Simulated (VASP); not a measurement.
# PtSe2 (P-3m1) in VASP: further runs

The runs below take PtSe2 through single point, with PBE.

All numbers are computed with VASP 6.6.1; they aren't measurements. Logs are shortened: lines on timing, memory, paths and dates and some standing lists are left out, and cuts for length are marked.

### Step 1. The cell of the first run

It takes space group P-3m1 (No. 164, trigonal). Conventional cell: a = 3.634 Å, b = 3.634 Å, c = 6.955 Å, α = 90.00°, β = 90.00°, γ = 120.00°. Within 3.3 Å of Pt (site symmetry -3m) lie 6 Se at 2.52 Å. Within 3.3 Å of Se (site symmetry 3m) lie 3 Pt at 2.52 Å.

### Step 2. Single point, PBE

Input file INCAR:

```
PREC = Accurate ; ENCUT = 520
EDIFF = 1E-7 ; ISMEAR = 0
SIGMA = 0.05 ; LREAL = False
LASPH = True ; NELM = 80
ALGO = Normal ; ISIF = 2
LWAVE = False ; LCHARG = True
GGA = PE ; LELF = True
LVHAR = True ; NBANDS = 18
```

Input file KPOINTS:

```
Automatic mesh
0
Gamma
  12 12 6
```

Input file POSCAR:

```
PtSe2
1.0
    3.6343449588      0.0000000000      0.0000000000
   -1.8171724794      3.1474350604      0.0000000000
    0.0000000000      0.0000000000      6.9550563800
Pt Se
1 2
Direct
    0.0000000000      0.0000000000      0.0000000000
    0.3333333333      0.6666666667      0.2001869949
    0.6666666667      0.3333333333      0.7998130051
```

Potentials or basis: VASP PAW PBE potentials, release 64 (Pt, Se).

Run with:

```bash
cat potpaw_PBE.64/Pt/POTCAR potpaw_PBE.64/Se/POTCAR > POTCAR
mpirun -np 1 vasp_std > vasp.out
```

OUTCAR:

```text
PREC = Accurate
   ENCUT = 520
   EDIFF = 1E-7
   ISMEAR = 0
   LREAL = False
   LASPH = True
   NELM = 80
   ISIF = 2
   GGA = PE

 ion  position               nearest neighbor table
   1  0.000  0.000  0.000-   2 2.52   3 2.52   2 2.52   3 2.52   3 2.52   2 2.52
   2  0.333  0.667  0.200-   1 2.52   1 2.52   1 2.52
   3  0.667  0.333  0.800-   1 2.52   1 2.52   1 2.52

  LATTYP: Found a hexagonal cell.
 ALAT       =     3.6343449588
 C/A-ratio  =     1.9137028705

  Lattice vectors:

 A1 = (   3.6343449588,   0.0000000000,   0.0000000000)
 A2 = (  -1.8171724794,   3.1474350604,   0.0000000000)
 A3 = (   0.0000000000,   0.0000000000,   6.9550563800)

Analysis of symmetry for initial positions (statically):
=====================================================================
 Subroutine PRICEL returns:
 Original cell was already a primitive cell.

 Routine SETGRP: Setting up the symmetry group for a
 hexagonal supercell.

 Subroutine GETGRP returns: Found 12 space group operations
 (whereof 12 operations were pure point group operations)
 out of a pool of 24 trial point group operations.

The static configuration has the point symmetry D_3d.

Analysis of symmetry for dynamics (positions and initial velocities):
=====================================================================
 Subroutine PRICEL returns:
 Original cell was already a primitive cell.

 Routine SETGRP: Setting up the symmetry group for a
 hexagonal supercell.

 Subroutine GETGRP returns: Found 12 space group operations
 (whereof 12 operations were pure point group operations)
 out of a pool of 24 trial point group operations.

The dynamic configuration has the point symmetry D_3d.

 Subroutine INISYM returns: Found 12 space group operations
 (whereof 12 operations are pure point group operations),
 and found     1 'primitive' translations

----------------------------------------------------------------------------------------

                                     Primitive cell

  volume of cell :      79.5579

  direct lattice vectors                    reciprocal lattice vectors
     3.634344959  0.000000000  0.000000000     0.275152747  0.158859513  0.000000000
    -1.817172479  3.147435060  0.000000000     0.000000000  0.317719025  0.000000000
     0.000000000  0.000000000  6.955056380     0.000000000  0.000000000  0.143780287

  length of vectors
     3.634344959  3.634344959  6.955056380     0.317719025  0.317719025  0.143780287

  position of ions in fractional coordinates (direct lattice)
     0.000000000  0.000000000  0.000000000
     0.333333333  0.666666667  0.200186995
     0.666666667  0.333333333  0.799813005

  ion indices of the primitive-cell ions
   primitive index   ion index
                 1           1
                 2           2
                 3           3

----------------------------------------------------------------------------------------

 KPOINTS: Automatic mesh

Automatic generation of k-mesh.
 Grid dimensions read from file:
 generate k-points for:   12   12    6

 Generating k-lattice:

  Cartesian coordinates                     Fractional coordinates (reciprocal lattice)
     0.022929396  0.013238293  0.000000000     0.083333333 -0.000000000  0.000000000
     0.000000000  0.026476585  0.000000000     0.000000000  0.083333333  0.000000000
     0.000000000  0.000000000  0.023963381     0.000000000  0.000000000  0.166666667

  Length of vectors
     0.026476585  0.026476585  0.023963381

  Shift w.r.t. Gamma in fractional coordinates (k-lattice)
     0.000000000  0.000000000  0.000000000

 Subroutine IBZKPT returns following result:
 ===========================================

 Found    100 irreducible k-points:

 Following reciprocal coordinates:
            Coordinates               Weight
  0.000000  0.000000  0.000000      1.000000
  0.083333  0.000000  0.000000      6.000000
  0.166667  0.000000  0.000000      6.000000
  0.250000  0.000000  0.000000      6.000000
  0.333333  0.000000  0.000000      6.000000
  0.416667  0.000000  0.000000      6.000000
[... 16 lines left out ...]
  0.166667  0.000000  0.166667      6.000000
  0.000000  0.166667  0.166667      6.000000
 [... further k-points ...]
   k-points           NKPTS =    100   k-points in BZ     NKDIM =    100   number of bands    NBANDS=     18
   number of dos      NEDOS =    301   number of ions     NIONS =      3
   total plane-waves  NPLWV =  42336
   dimension x,y,z NGX =    28 NGY =   28 NGZ =   54
   dimension x,y,z NGXF=    56 NGYF=   56 NGZF=  108
   ions per type =               1   2
   NGX,Y,Z   is equivalent  to a cutoff of  12.81, 12.81, 12.91 a.u.
   NGXF,Y,Z  is equivalent  to a cutoff of  25.62, 25.62, 25.82 a.u.
 SYSTEM =  unknown system
   PREC   = accura    normal or accurate (medium, high low for compatibility)
   ISTART =      0    job   : 0-new  1-cont  2-samecut
   ICHARG =      2    charge: 1-file 2-atom 10-const
   ISPIN  =      1    spin polarized calculation?
   LNONCOLLINEAR =      F non collinear calculations
   LSORBIT =      F    spin-orbit coupling
   LASPH  =      T    aspherical Exc in radial PAW
   ENCUT  =  520.0 eV  38.22 Ry    6.18 a.u.   6.76  6.76 12.93*2*pi/ulx,y,z
   NELM   =     80;   NELMIN=  2; NELMDL= -5     # of ELM steps
   EDIFF  = 0.1E-06   stopping-criterion for ELM
   LREAL  =      F    real-space projection
   EDIFFG = 0.1E-05   stopping-criterion for IOM
   NSW    =      0    number of steps for IOM
   IBRION =     -1    ionic relax: 0-MD 1-quasi-New 2-CG
   NFREE  =      0    steps in history (QN), initial steepest desc. (CG)
   ISIF   =      2    stress and relaxation
   ISYM   =      2    0-nonsym 1-usesym 2-fastsym
   POTIM  = 0.5000    time-step for ionic-motion
   TEBEG  =    0.0;   TEEND  =   0.0 temperature during run
   PSTRESS=    0.0 pullay stress
   NELECT =      22.0000    total number of electrons
   NUPDOWN=      -1.0000    fix difference up-down
   EMIN   =  10.00;   EMAX   =-10.00  energy-range for DOS
   EFERMI =   0.00;   METHOD = LEGACY
   ISMEAR =     0;   SIGMA  =   0.05  broadening in eV -4-tet -1-fermi 0-gaus
   EFERMI_NEDOS =   21; number of points for ismear=-14 and -15
   IALGO  =     38    algorithm
   IMIX   =      4    mixing-type and parameters
     AMIX     =   0.40;   BMIX     =  1.00
     AMIX_MAG =   1.60;   BMIX_MAG =  1.00
  volume/ion in A,a.u.               =      26.52       178.96
  Fermi-wavevector in a.u.,A,eV,Ry     =   1.066566  2.015518 15.477494  1.137564
  Thomas-Fermi vector in A             =   2.202155
   LORBIT       =      0    0 simple, 1 ext, 2 COOP (PROOUT), +10 PAW based schemes
   GGA     = PE    functional components
   LHFCALC =     F    Hartree Fock is set to
   AEXX    =    0.0000 exact exchange contribution
   IVDW    =     0    specifies the selected vdW correction
   LEPSILON=     F    determine dielectric tensor
   LRPA    =     F    only Hartree local field effects (RPA)
 non-spin polarized calculation
 Gauss-broadening in eV      SIGMA  =   0.05
  energy-cutoff  :      520.00
  volume of cell :       79.56
 maximum number of plane-waves:      2162
   NGX = 13   NGY = 13   NGZ = 25

 number of electron      21.9999999 magnetization

 Free energy of the ion-electron system (eV)
  ---------------------------------------------------
  ext. energy  EPLUGINS =         0.00000000
  ---------------------------------------------------
  free energy    TOTEN  =       -14.23079181 eV

  energy without entropy =      -14.23079181  energy(sigma->0) =      -14.23079181

 E-fermi :   3.2414     XC(G=0):  -8.9177

 val. band max:        3.0233990498   @ k =   0.0000   0.0833   0.1667
 cond. band min:       3.9744215926   @ k =   0.0000   0.2500   0.3333
 fundamental gap:      0.9510225428
 Fermi energy:         3.2413660469

 k-point     1 :       0.0000    0.0000    0.0000
  band No.  band energies     occupation
      1     -11.2149      2.00000
      2      -9.5863      2.00000
      3      -2.6007      2.00000
      4      -2.0821      2.00000
      5      -2.0821      2.00000
      6      -0.0240      2.00000
[... 10 lines left out ...]
     17      11.6027      0.00000
     18      11.8444      0.00000

 k-point     2 :       0.0833    0.0000    0.0000
  band No.  band energies     occupation
      1     -11.1366      2.00000
      2      -9.5809      2.00000
      3      -2.5146      2.00000
      4      -2.1129      2.00000
      5      -2.0403      2.00000
      6      -0.1306      2.00000
[... 10 lines left out ...]
     17      11.8954      0.00000
     18      12.0705      0.00000

 k-point     3 :       0.1667    0.0000    0.0000
  band No.  band energies     occupation
      1     -10.9115      2.00000
      2      -9.5669      2.00000
      3      -2.2966      2.00000
      4      -2.1373      2.00000
      5      -1.9347      2.00000
      6      -0.5352      2.00000
[... 10 lines left out ...]
     17      12.2147      0.00000
     18      12.5919      0.00000

 k-point     4 :       0.2500    0.0000    0.0000
  band No.  band energies     occupation
      1     -10.5723      2.00000
      2      -9.5494      2.00000
      3      -2.2587      2.00000
      4      -1.8595      2.00000
      5      -1.8256      2.00000
      6      -1.2122      2.00000
[... 375 lines left out ...]
      4      -2.1126      2.00000
      5      -2.0405      2.00000
      6      -0.1314      2.00000
[... 10 lines left out ...]
     17      11.6353      0.00000
     18      11.9102      0.00000

 k-point    23 :       0.1667    0.0000    0.1667
  band No.  band energies     occupation
      1     -10.9050      2.00000
      2      -9.5789      2.00000
      3      -2.2262      2.00000
      4      -2.1714      2.00000
      5      -1.9337      2.00000
      6      -0.5322      2.00000
[... 10 lines left out ...]
     17      12.3664      0.00000
     18      12.5422      0.00000

 k-point    24 :       0.0000    0.1667    0.1667
  band No.  band energies     occupation
      1     -10.9057      2.00000
      2      -9.5774      2.00000
      3      -2.3048      2.00000
      4      -2.0944      2.00000
      5      -1.9355      2.00000
      6      -0.5397      2.00000
[... 10 lines left out ...]
     17      11.6590      0.00000
     18      12.6403      0.00000

 [... further k-points ...]
[... 5 lines left out ...]
  --------------------------------------------------------------------------------------
  -------------------------------------------------------------------------------------
  Total        1.6765866      1.6765866     -0.6220632      0.0000000      0.0000000      0.0000000
  in kB       33.7639309     33.7639309    -12.5274168      0.0000000      0.0000000      0.0000000
  external PRESSURE =      18.3334817 kB  Pullay stress =       0.0000000 kB

 VOLUME and BASIS-vectors are now :
 -----------------------------------------------------------------------------
  energy-cutoff  :      520.00
  volume of cell :       79.56
      direct lattice vectors                 reciprocal lattice vectors
     3.634344959  0.000000000  0.000000000     0.275152747  0.158859513  0.000000000
    -1.817172479  3.147435060  0.000000000     0.000000000  0.317719025  0.000000000
     0.000000000  0.000000000  6.955056380     0.000000000  0.000000000  0.143780287

 POSITION                                       TOTAL-FORCE (eV/Angst)
 -----------------------------------------------------------------------------------
      0.00000      0.00000      0.00000        -0.000000      0.000000      0.000000
     -0.00000      2.09829      1.39231        -0.000000      0.000000     -0.221158
      1.81717      1.04915      5.56274         0.000000      0.000000      0.221158
 -----------------------------------------------------------------------------------
    total drift:                                0.000000     -0.000000     -0.000000

  FREE ENERGIE OF THE ION-ELECTRON SYSTEM (eV)
  ---------------------------------------------------
  free  energy   TOTEN  =       -14.2307918131 eV

  energy  without entropy=      -14.2307918131  energy(sigma->0) =      -14.23079181
```

It took 3.3 min on 1 thread of Intel Xeon Platinum 8259CL at 2.50GHz (Skylake/Cascade Lake), shared host; peak memory 0.29 GiB.

What came out:

```
Free energy            : -14.2308 eV
Pressure               : 1.8 GPa
Largest force          : 0.221 eV/Å
Band gap on the k mesh : 0.95 eV, indirect (least direct gap 1.28 eV)
```

Forces in eV/Å, atoms in the order of the input:
```
Pt   0.000  0.000  0.000
Se   0.000  0.000 -0.221
Se   0.000  0.000  0.221
```

Levels at points of the mesh, in eV from the valence-band top:
```csv
k point,band 8,band 9,band 10,band 11,band 12,band 13,band 14,band 15
"(0.00, 0.00, 0.00)",-1.81,-0.59,-0.01,-0.01,2.76,2.76,4.24,5.49
"(0.50, 0.00, 0.00)",-2.36,-1.98,-1.98,-1.75,2.11,2.51,4.63,6.00
"(0.00, 0.00, 0.50)",-1.54,-1.48,-0.02,-0.02,2.80,2.80,5.50,6.01
"(0.50, 0.00, 0.50)",-2.36,-2.00,-1.72,-1.66,2.36,2.42,4.23,5.65
```

Caveat: spin-orbit coupling is left out, which moves the levels of the heavy elements; this functional lacks dispersion, which binds the layers, so the pressure and a relaxed spacing across them are unreliable. A k mesh can miss the band edges.

(Continued in part 2 of 2.)
